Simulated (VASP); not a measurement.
## Pb: relaxation of shape and atoms at fixed volume with r2SCAN

Crystal: Pb.

```
Pb
1.0
     3.49885    0.00000    0.00000
    -1.74943    3.03010    0.00000
     0.00000    0.00000    5.83371
Pb
2
Direct
  0.33333 0.66667 0.25000
  0.66667 0.33333 0.75000
```

This isn't the form of Pb at room conditions, which is fcc.

| Item | Value |
| --- | --- |
| Program | VASP 6.6.1 |
| Task | relaxation of shape and atoms at fixed volume |
| Functional | r2SCAN |
| Potentials or basis | VASP PAW PBE potentials, release 64 (Pb_d) |
| Cutoff | 600 eV |
| k mesh | 14 × 14 × 8 |
| Occupations | gaussian, width 0.05 eV |
| Spin | no spin polarisation |
| Dipole correction | no |
| Further INCAR settings | ALGO = Normal; EDIFF = 1e-07; IBRION = 2; EDIFFG = -0.01; NSW = 60; ISIF = 4 |

```yaml
Pressure_after_relaxing: 0.0 GPa
Band_gap_on_the_k_mesh: zero (bands 14 and 15 overlap by 7.70 eV)
```

Final structure:
```
Pb
1.0
     3.49885    0.00000    0.00000
    -1.74943    3.03010    0.00000
     0.00000    0.00000    5.83371
Pb
2
Direct
  0.33333 0.66667 0.25000
  0.66667 0.33333 0.75000
```

Levels at points of the mesh, in eV from the Fermi level:
```tsv
k point	band 10	band 11	band 12	band 13	band 14	band 15	band 16	band 17	band 18
(0.00, 0.00, 0.00)	-17.44	-12.14	-8.63	-4.29	5.94	5.94	7.32	7.69	7.69
(0.50, 0.00, 0.00)	-17.40	-8.55	-7.35	-3.07	-1.69	-0.48	1.88	2.29	5.70
(0.00, 0.00, 0.50)	-17.50	-10.95	-10.95	0.57	0.57	6.77	6.77	6.77	6.77
(0.50, 0.00, 0.50)	-17.40	-7.79	-7.79	-3.75	-3.75	3.47	3.47	3.62	3.62
```

Wall time 11 min on 1 thread of Oxide Virtual Turin-like Processor (shared host), peak memory 0.25 GiB.

Caveat: the relaxation stopped at its first step, so nothing moved; the PAW data sets were made with another functional, which shifts forces and pressure a little; spin-orbit coupling is left out, which moves the levels of the heavy elements.
